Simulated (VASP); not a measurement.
Input of a VASP 6.6.1 run:

File POSCAR:

```
CdS
1.0
    4.2381691835      0.0000000000      0.0000000000
   -2.1190845917      3.6703621784      0.0000000000
    0.0000000000      0.0000000000      7.0864500000
Cd S
2 2
Direct
    0.3333333333      0.6666666667      0.0000000000
    0.6666666667      0.3333333333      0.5000000000
    0.3333333333      0.6666666667      0.3850000000
    0.6666666667      0.3333333333      0.8850000000
```

Contents of INCAR.step1:

```
SYSTEM = CdS
ALGO = Normal ; EDIFF = 1E-4
ENCUT = 520 ; GGA = PE
ISMEAR = 0 ; LASPH = .TRUE.
LCHARG = .FALSE. ; LREAL = .FALSE.
LWAVE = .TRUE. ; NBANDS = 26
NELM = 60 ; PREC = Accurate
SIGMA = 0.05
```

INCAR.step2

```
SYSTEM = CdS
ALGO = Normal ; EDIFF = 1E-6
ENCUT = 520 ; ISIF = 2
ISMEAR = 0 ; ISTART = 1
LASPH = .TRUE. ; LCHARG = .FALSE.
LMIXTAU = .TRUE. ; LREAL = .FALSE.
LWAVE = .FALSE. ; METAGGA = R2SCAN
NBANDS = 26 ; NELM = 60
PREC = Accurate ; SIGMA = 0.05
```

File KPOINTS:

```
k-points
0
G
  12 12 4
  0 0 0
```

Potentials or basis: VASP PAW PBE potentials, release 64 (Cd, S).

Launch:

```console
$ cat potpaw_PBE.64/Cd/POTCAR potpaw_PBE.64/S/POTCAR > POTCAR
$ cp INCAR.step1 INCAR
$ mpirun -np 1 vasp_std > vasp.out
$ cp INCAR.step2 INCAR
$ mpirun -np 1 vasp_std > vasp.out
```

Q: What does it give for the pressure?

A: -3.6 GPa.

Q: Predict the largest force.

A: 0.241 eV/Å.

Forces on the atoms (eV/Å):
```
Cd   0.000  0.000  0.241
Cd   0.000  0.000  0.241
S    0.000  0.000 -0.241
S    0.000  0.000 -0.241
```

Caveat: the cell differs from its parent crystal (strain +0.025 along x and y, +0.050 along z); the PAW data sets were made with another functional, which shifts forces and pressure a little.
